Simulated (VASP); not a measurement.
# Ta: single point with PBEsol

Crystal: Ta.

```
Ta
1.0
    -1.61000    1.61000    1.73384
     1.61000   -1.61000    1.73384
     1.61000    1.61000   -1.73384
Ta
1
Direct
  0.00000 0.00000 0.00000
```

This cell differs from its parent crystal: strain -0.025 along x and y, +0.050 along z.

```
Program                : VASP 6.6.1
Task                   : single point
Functional             : PBEsol
Potentials or basis    : VASP PAW PBE potentials, release 64 (Ta_pv)
Cutoff                 : 520 eV
k mesh                 : 20 × 20 × 20
Occupations            : gaussian, width 0.15 eV
Spin                   : no spin polarisation
Dipole correction      : no
Further INCAR settings : ALGO = Normal; EDIFF = 1e-06; NBANDS = 12
```

```json
{
  "Pressure": "-2.9 GPa"
}
```

Stress tensor (GPa, compression positive):
```
-0.22  0.00  0.00
 0.00 -0.22  0.00
 0.00  0.00 -8.12
```

Levels at points of the mesh, in eV from the Fermi level:
| k point | band 3 | band 4 | band 5 | band 6 | band 7 | band 8 |
| --- | --- | --- | --- | --- | --- | --- |
| (0.00, 0.00, 0.00) | -33.03 | -7.96 | 0.46 | 0.46 | 1.35 | 3.31 |
| (0.50, 0.00, 0.00) | -33.04 | -4.43 | -1.23 | 1.44 | 3.16 | 5.01 |
| (0.50, 0.50, 0.00) | -33.10 | -4.39 | -2.16 | 1.97 | 4.68 | 5.34 |
| (0.50, 0.50, 0.50) | -33.79 | -3.96 | -3.72 | 6.65 | 6.95 | 6.95 |

Run time: 34 s on 1 thread of Intel(R) Xeon(R) 6975P-C (Granite Rapids), with other jobs on the host, peak memory 0.25 GiB.

Caveat: the cell differs from its parent crystal (strain -0.025 along x and y, +0.050 along z); the PAW data sets were made with another functional, which shifts forces and pressure a little; spin-orbit coupling is left out, which moves the levels of the heavy elements.
